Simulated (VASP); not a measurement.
# Pt3Cl (P6_3/mmc) in VASP: relaxation of cell and atoms with PBE

Aim: the relaxation of cell and atoms of Pt3Cl with PBE.

Everything below comes from runs of VASP 6.6.1. Logs are shortened: lines on timing, memory, paths and dates and some standing lists are left out, and cuts for length are marked.

## 1. The cell of the first run

It takes space group P6_3/mmc (No. 194, hexagonal). Conventional cell: a = 6.722 Å, b = 6.722 Å, c = 3.584 Å, α = 90.00°, β = 90.00°, γ = 120.00°. Within 3.6 Å of Pt (site symmetry mm2) lie 4 Cl at 2.63 to 3.36 Å and 10 Pt at 2.66 to 3.58 Å. Within 3.6 Å of Cl (site symmetry -6m2) lie 12 Pt at 2.63 to 3.36 Å and 2 Cl at 3.58 Å.

## 2. Relaxation of cell and atoms, PBE

Contents of INCAR:

```
SYSTEM = Pt3Cl
PREC = Accurate ; ENCUT = 600
EDIFF = 1E-7 ; ISMEAR = 0
SIGMA = 0.1 ; LREAL = .FALSE.
LASPH = .TRUE. ; NELM = 100
ALGO = Normal ; ISIF = 3
LWAVE = .FALSE. ; LCHARG = .FALSE.
GGA = PE ; IBRION = 2
NSW = 90 ; EDIFFG = -0.04
```

Contents of KPOINTS:

```
Automatic mesh
0
G
  3 3 6
  0 0 0
```

Contents of POSCAR:

```
Pt3Cl
1.0
    6.7224172230      0.0000000000      0.0000000000
   -3.3612086115      5.8217840899      0.0000000000
    0.0000000000      0.0000000000      3.5841707329
Pt Cl
6 2
Direct
    0.8314011610      0.6628023221      0.2500000000
    0.1685988390      0.8314011610      0.7500000000
    0.3371976779      0.1685988390      0.2500000000
    0.1685988390      0.3371976779      0.7500000000
    0.8314011610      0.1685988390      0.2500000000
    0.6628023221      0.8314011610      0.7500000000
    0.3333333333      0.6666666667      0.2500000000
    0.6666666667      0.3333333333      0.7500000000
```

Potentials or basis: VASP PAW PBE potentials, release 64 (Pt, Cl).

Launch:

```
$ cat potpaw_PBE.64/Pt/POTCAR potpaw_PBE.64/Cl/POTCAR > POTCAR
$ mpirun -np 1 vasp_std > vasp.out
```

OUTCAR:

```text
SYSTEM = Pt3Cl
   PREC = Accurate
   ENCUT = 600
   EDIFF = 1E-7
   ISMEAR = 0
   LREAL = .FALSE.
   LASPH = .TRUE.
   NELM = 100
   ISIF = 3
   GGA = PE
   IBRION = 2
   NSW = 90
   EDIFFG = -0.04

 ion  position               nearest neighbor table
   1  0.831  0.663  0.250-   8 2.63   8 2.63   6 2.66   6 2.66   2 2.66   2 2.66   5 3.32   3 3.32
                             3 3.40   5 3.40
   2  0.169  0.831  0.750-   7 2.63   7 2.63   3 2.66   3 2.66   1 2.66   1 2.66   4 3.32   6 3.32
                             4 3.40   6 3.40
   3  0.337  0.169  0.250-   8 2.63   8 2.63   4 2.66   4 2.66   2 2.66   2 2.66   1 3.32   5 3.32
                             1 3.40   5 3.40
   4  0.169  0.337  0.750-   7 2.63   7 2.63   3 2.66   3 2.66   5 2.66   5 2.66   2 3.32   6 3.32
                             2 3.40   6 3.40
   5  0.831  0.169  0.250-   8 2.63   8 2.63   6 2.66   6 2.66   4 2.66   4 2.66   1 3.32   3 3.32
                             1 3.40   3 3.40
   6  0.663  0.831  0.750-   7 2.63   7 2.63   1 2.66   1 2.66   5 2.66   5 2.66   4 3.32   2 3.32
                             4 3.40   2 3.40
   7  0.333  0.667  0.250-   2 2.63   2 2.63   4 2.63   4 2.63   6 2.63   6 2.63
   8  0.667  0.333  0.750-   5 2.63   5 2.63   1 2.63   1 2.63   3 2.63   3 2.63

  LATTYP: Found a hexagonal cell.
 ALAT       =     6.7224172230
 C/A-ratio  =     0.5331669568

  Lattice vectors:

 A1 = (   6.7224172230,   0.0000000000,   0.0000000000)
 A2 = (  -3.3612086115,   5.8217840899,   0.0000000000)
 A3 = (   0.0000000000,   0.0000000000,   3.5841707329)

Analysis of symmetry for initial positions (statically):
=====================================================================
 Subroutine PRICEL returns:
 Original cell was already a primitive cell.

 Routine SETGRP: Setting up the symmetry group for a
 hexagonal supercell.

 Subroutine GETGRP returns: Found 24 space group operations
 (whereof 12 operations were pure point group operations)
 out of a pool of 24 trial point group operations.

The static configuration has the point symmetry D_3d.
 The point group associated with its full space group is D_6h.

Analysis of symmetry for dynamics (positions and initial velocities):
=====================================================================
 Subroutine PRICEL returns:
 Original cell was already a primitive cell.

 Routine SETGRP: Setting up the symmetry group for a
 hexagonal supercell.

 Subroutine GETGRP returns: Found 24 space group operations
 (whereof 12 operations were pure point group operations)
 out of a pool of 24 trial point group operations.

The dynamic configuration has the point symmetry D_3d.
 The point group associated with its full space group is D_6h.

 Subroutine INISYM returns: Found 24 space group operations
 (whereof 12 operations are pure point group operations),
 and found     1 'primitive' translations

----------------------------------------------------------------------------------------

                                     Primitive cell

  volume of cell :     140.2718

  direct lattice vectors                    reciprocal lattice vectors
     6.722417223  0.000000000  0.000000000     0.148756015  0.085884326  0.000000000
    -3.361208611  5.821784090  0.000000000     0.000000000  0.171768651  0.000000000
     0.000000000  0.000000000  3.584170733     0.000000000  0.000000000  0.279004566

  length of vectors
     6.722417223  6.722417223  3.584170733     0.171768651  0.171768651  0.279004566

  position of ions in fractional coordinates (direct lattice)
     0.831401161  0.662802322  0.250000000
     0.168598839  0.831401161  0.750000000
     0.337197678  0.168598839  0.250000000
     0.168598839  0.337197678  0.750000000
     0.831401161  0.168598839  0.250000000
     0.662802322  0.831401161  0.750000000
     0.333333333  0.666666667  0.250000000
     0.666666667  0.333333333  0.750000000

  ion indices of the primitive-cell ions
   primitive index   ion index
                 1           1
                 2           2
                 3           3
                 4           4
                 5           5
                 6           6
                 7           7
                 8           8

----------------------------------------------------------------------------------------

 KPOINTS: Automatic mesh

Automatic generation of k-mesh.
 Grid dimensions read from file:
 generate k-points for:    3    3    6

 Generating k-lattice:

  Cartesian coordinates                     Fractional coordinates (reciprocal lattice)
     0.049585338  0.028628109  0.000000000     0.333333333  0.000000000  0.000000000
     0.000000000  0.057256217  0.000000000     0.000000000  0.333333333  0.000000000
     0.000000000  0.000000000  0.046500761     0.000000000  0.000000000  0.166666667

  Length of vectors
     0.057256217  0.057256217  0.046500761

  Shift w.r.t. Gamma in fractional coordinates (k-lattice)
     0.000000000  0.000000000  0.000000000

 Subroutine IBZKPT returns following result:
 ===========================================

 Found     12 irreducible k-points:

 Following reciprocal coordinates:
            Coordinates               Weight
  0.000000  0.000000  0.000000      1.000000
  0.333333 -0.000000  0.000000      6.000000
  0.333333  0.333333  0.000000      2.000000
  0.000000  0.000000  0.166667      2.000000
  0.333333 -0.000000  0.166667     12.000000
  0.333333  0.333333  0.166667      4.000000
  0.000000  0.000000  0.333333      2.000000
  0.333333 -0.000000  0.333333     12.000000
  0.333333  0.333333  0.333333      4.000000
  0.000000  0.000000  0.500000      1.000000
  0.333333 -0.000000  0.500000      6.000000
  0.333333  0.333333  0.500000      2.000000
   k-points           NKPTS =     12   k-points in BZ     NKDIM =     12   number of bands    NBANDS=     44
   number of dos      NEDOS =    301   number of ions     NIONS =      8
   total plane-waves  NPLWV =  87480
   dimension x,y,z NGX =    54 NGY =   54 NGZ =   30
   dimension x,y,z NGXF=   108 NGYF=  108 NGZF=   60
   ions per type =               6   2
   NGX,Y,Z   is equivalent  to a cutoff of  13.35, 13.35, 13.92 a.u.
   NGXF,Y,Z  is equivalent  to a cutoff of  26.71, 26.71, 27.83 a.u.
 SYSTEM =  Pt3Cl
   PREC   = accura    normal or accurate (medium, high low for compatibility)
   ISTART =      0    job   : 0-new  1-cont  2-samecut
   ICHARG =      2    charge: 1-file 2-atom 10-const
   ISPIN  =      1    spin polarized calculation?
   LNONCOLLINEAR =      F non collinear calculations
   LSORBIT =      F    spin-orbit coupling
   LASPH  =      T    aspherical Exc in radial PAW
   ENCUT  =  600.0 eV  44.10 Ry    6.64 a.u.  13.43 13.43  7.16*2*pi/ulx,y,z
   NELM   =    100;   NELMIN=  2; NELMDL= -5     # of ELM steps
   EDIFF  = 0.1E-06   stopping-criterion for ELM
   LREAL  =      F    real-space projection
   EDIFFG = -.4E-01   stopping-criterion for IOM
   NSW    =     90    number of steps for IOM
   IBRION =      2    ionic relax: 0-MD 1-quasi-New 2-CG
   NFREE  =      1    steps in history (QN), initial steepest desc. (CG)
   ISIF   =      3    stress and relaxation
   ISYM   =      2    0-nonsym 1-usesym 2-fastsym
   POTIM  = 0.5000    time-step for ionic-motion
   TEBEG  =    0.0;   TEEND  =   0.0 temperature during run
   PSTRESS=    0.0 pullay stress
   NELECT =      74.0000    total number of electrons
   NUPDOWN=      -1.0000    fix difference up-down
   EMIN   =  10.00;   EMAX   =-10.00  energy-range for DOS
   EFERMI =   0.00;   METHOD = LEGACY
   ISMEAR =     0;   SIGMA  =   0.10  broadening in eV -4-tet -1-fermi 0-gaus
   EFERMI_NEDOS =   21; number of points for ismear=-14 and -15
   IALGO  =     38    algorithm
   IMIX   =      4    mixing-type and parameters
     AMIX     =   0.40;   BMIX     =  1.00
     AMIX_MAG =   1.60;   BMIX_MAG =  1.00
  volume/ion in A,a.u.               =      17.53       118.33
  Fermi-wavevector in a.u.,A,eV,Ry     =   1.322803  2.499736 23.807597  1.749809
  Thomas-Fermi vector in A             =   2.452458
   LORBIT       =      0    0 simple, 1 ext, 2 COOP (PROOUT), +10 PAW based schemes
   GGA     = PE    functional components
   LHFCALC =     F    Hartree Fock is set to
   AEXX    =    0.0000 exact exchange contribution
   IVDW    =     0    specifies the selected vdW correction
   LEPSILON=     F    determine dielectric tensor
   LRPA    =     F    only Hartree local field effects (RPA)
 conjugate gradient relaxation of ions
 non-spin polarized calculation
 Gauss-broadening in eV      SIGMA  =   0.10
  energy-cutoff  :      600.00
  volume of cell :      140.27
 maximum number of plane-waves:      4718
 NGX is ok and might be reduce to    54
   NGX = 27   NGY = 27   NGZ = 15

--------------------------------------- Ionic step        1  -------------------------------------------

 number of electron      74.0000006 magnetization

 Free energy of the ion-electron system (eV)
  ---------------------------------------------------
  ext. energy  EPLUGINS =         0.00000000
  ---------------------------------------------------
  free energy    TOTEN  =       -35.20063504 eV

  energy without entropy =      -35.16124917  energy(sigma->0) =      -35.18094210

------------------------ aborting loop because EDIFF is reached ----------------------------------------

  FORCE on cell =-STRESS in cart. coord.  units (eV):
  Direction    XX          YY          ZZ          XY          YZ          ZX
  --------------------------------------------------------------------------------------
  -------------------------------------------------------------------------------------
  Total       -0.3828905     -0.3828905      1.0241121      0.0000000     -0.0000000      0.0000000
  in kB       -4.3733572     -4.3733572     11.6973593      0.0000000     -0.0000000      0.0000000
  external PRESSURE =       0.9835483 kB  Pullay stress =       0.0000000 kB
[... 153 lines left out ...]
  energy  without entropy=      -35.1787110723  energy(sigma->0) =      -35.19899341

--------------------------------------- Ionic step        5  -------------------------------------------

 number of electron      73.9999997 magnetization

 Free energy of the ion-electron system (eV)
  ---------------------------------------------------
  ext. energy  EPLUGINS =         0.00000000
  ---------------------------------------------------
  free energy    TOTEN  =       -35.22139005 eV

  energy without entropy =      -35.18066429  energy(sigma->0) =      -35.20102717

 E-fermi :   8.1671     XC(G=0): -11.9783

 val. band max:        8.1385433709   @ k =   0.3333  -0.0000   0.0000
 cond. band min:       8.2115694024   @ k =   0.3333  -0.0000   0.5000
 fundamental gap:      0.0730260315
 Fermi energy:         8.1671236889

 k-point     1 :       0.0000    0.0000    0.0000
  band No.  band energies     occupation
      1      -9.1834      2.00000
      2      -8.9736      2.00000
      3       1.1931      2.00000
      4       1.1931      2.00000
      5       1.3674      2.00000
      6       1.3674      2.00000
[... 588 lines left out ...]
  FREE ENERGIE OF THE ION-ELECTRON SYSTEM (eV)
  ---------------------------------------------------
  free  energy   TOTEN  =       -35.2213900521 eV

  energy  without entropy=      -35.1806642874  energy(sigma->0) =      -35.20102717

 reached required accuracy - stopping structural energy minimisation
```

Wall time 6.4 min (1 thread of Intel Xeon Platinum 8488C (Sapphire Rapids), shared host); peak memory 0.32 GiB.

What came out:

```yaml
Free_energy: -35.2214 eV
Relaxed_volume: 17.55 Å³/atom
Relaxed_cell: a = 6.677 Å, b = 6.677 Å, c = 3.637 Å, α = 90.00°, β = 90.00°, γ = 120.00°
Space_group_after_relaxing_to_0.1_Å: P6_3/mmc (No. 194)
Energy_gained_by_relaxing: 2.6 meV/atom
Ionic_steps: 5
Pressure_after_relaxing: 0.0 GPa
Band_gap_on_the_k_mesh: zero (bands 37 and 38 overlap by 0.83 eV)
```

Forces in eV/Å, atoms in the order of the input:
```
Pt   0.000 -0.003  0.000
Pt   0.003 -0.001  0.000
Pt   0.003  0.001  0.000
Pt   0.000  0.003  0.000
Pt  -0.003  0.001  0.000
Pt  -0.003 -0.001  0.000
Cl   0.000  0.000  0.000
Cl   0.000  0.000  0.000
```

Step by step:
```csv
step,energy change (eV),largest force (eV/Å),pressure (GPa),volume (Å³)
1,0.0000,0.1679,0.10,140.27
2,-0.0130,0.1091,-0.12,140.49
3,-0.0202,0.0218,-0.40,140.80
4,-0.0186,0.0534,0.82,139.69
5,-0.0208,0.0029,0.00,140.42
```

Final structure:
```cif
data_structure
_symmetry_space_group_name_H-M 'P 1'
_symmetry_Int_Tables_number 1
_cell_length_a 6.6771
_cell_length_b 6.6771
_cell_length_c 3.6370
_cell_angle_alpha 90.000
_cell_angle_beta 90.000
_cell_angle_gamma 120.000
_cell_volume 140.42
loop_
_atom_site_label
_atom_site_type_symbol
_atom_site_fract_x
_atom_site_fract_y
_atom_site_fract_z
_atom_site_occupancy
Pt1 Pt 0.83322 0.66645 0.25000 1
Pt2 Pt 0.16678 0.83322 0.75000 1
Pt3 Pt 0.33355 0.16678 0.25000 1
Pt4 Pt 0.16678 0.33355 0.75000 1
Pt5 Pt 0.83322 0.16678 0.25000 1
Pt6 Pt 0.66645 0.83322 0.75000 1
Cl1 Cl 0.33333 0.66667 0.25000 1
Cl2 Cl 0.66667 0.33333 0.75000 1
```

Caveat: spin-orbit coupling is left out, which moves the levels of the heavy elements.
